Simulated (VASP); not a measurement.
Wanted: the native input for a VASP 6.6.1 run.

```
Task                   : single point
Functional             : LDA
Potentials or basis    : VASP PAW LDA potentials, release 64 (Ca_sv, Se)
Cutoff                 : 500 eV
k mesh                 : 6 × 6 × 6
Occupations            : gaussian, width 0.1 eV
Spin                   : no spin polarisation
Dipole correction      : no
Further INCAR settings : ALGO = Normal; EDIFF = 1e-06; NBANDS = 15
```

The structure of CaSe lies in POSCAR:

```
CaSe
1.0
    0.0000000000      2.9450000000      2.9450000000
    2.9450000000      0.0000000000      2.9450000000
    2.9450000000      2.9450000000      0.0000000000
Ca Se
1 1
Direct
    0.0000000000      0.0000000000      0.0000000000
    0.5000000000      0.5000000000      0.5000000000
```

The input as run:

INCAR

```
  PREC = Accurate
  ENCUT = 500
  EDIFF = 1E-6
  ISMEAR = 0
  SIGMA = 0.1
  LREAL = False
  LASPH = True
  NELM = 120
  ALGO = Normal
  ISIF = 2
  LWAVE = False
  LCHARG = True
  GGA = CA
  LELF = True
  LVHAR = True
  NBANDS = 15
  GGA_COMPAT = False
```

KPOINTS

```
regular mesh
0
Gamma
  6 6 6
```

Potentials or basis: VASP PAW LDA potentials, release 64 (Ca_sv, Se).

The run is started by

```bash
$ cat potpaw_LDA.64/Ca_sv/POTCAR potpaw_LDA.64/Se/POTCAR > POTCAR
$ mpirun -np 1 vasp_std > vasp.out
```

It gave:

```yaml
Pressure: -2.4 GPa
Band_gap_on_the_k_mesh: 1.83 eV (least direct gap 2.79 eV)
```

Run time: 5.2 s on 1 thread of Intel(R) Xeon(R) 6975P-C (Granite Rapids) (shared host), peak memory 0.15 GiB.
